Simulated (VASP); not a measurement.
Runs of VASP 6.6.1 on Ru. The structure is that of space group I4_1/amd (No. 141), or close to it. The cells are those of the table. 

| task | potentials or basis | cell | k mesh | cutoff (eV) | second run | gap on the mesh (eV) | pressure (GPa) |
| --- | --- | --- | --- | --- | --- | --- | --- |
| single point | VASP PAW PBE potentials, release 64 (Ru_sv) | a = 3.580 Å, angles 98.3, 98.3, 135.4°, 2 atoms | 8 × 8 × 8 | 600 | valence_matched | none | -0.2 |
| relaxation of cell and atoms | VASP PAW PBE potentials, release 64 (Ru_pv) | relaxed from a = 3.541 Å, angles 97.4, 97.4, 137.8°, 2 atoms | 8 × 8 × 8 | 600 | - | none | 0.0 |
| single point | VASP PAW PBE potentials, release 64 (Ru_pv) | a = 3.541 Å, angles 97.4, 97.4, 137.8°, 2 atoms | 8 × 8 × 8 | 500 | - | none | (a) |
| single point | VASP PAW PBE potentials, release 64 (Ru_pv) | a = 3.580 Å, angles 98.3, 98.3, 135.4°, 2 atoms | 8 × 8 × 8 | 520 | - | none | 0.2 |
| single point | VASP PAW PBE potentials, release 64 (Ru_pv) | a = 3.577 Å, angles 98.4, 98.4, 135.0°, 2 atoms | 18 × 18 × 18 | 520 | - | none | 0.2 |

Alike in all rows: level PBEsol; no spin polarisation; smearing gaussian 0.1 eV.

Fill in the values left out.

(a) 19.8.

Caveats: the PAW data sets were made with another functional, which shifts forces and pressure a little.

A k mesh can miss the band edges, and the runs leave out spin-orbit coupling on Ru.

A gap of «none» marks levels without a gap at the run's occupations.

The runs don't all hold the same shells in valence.
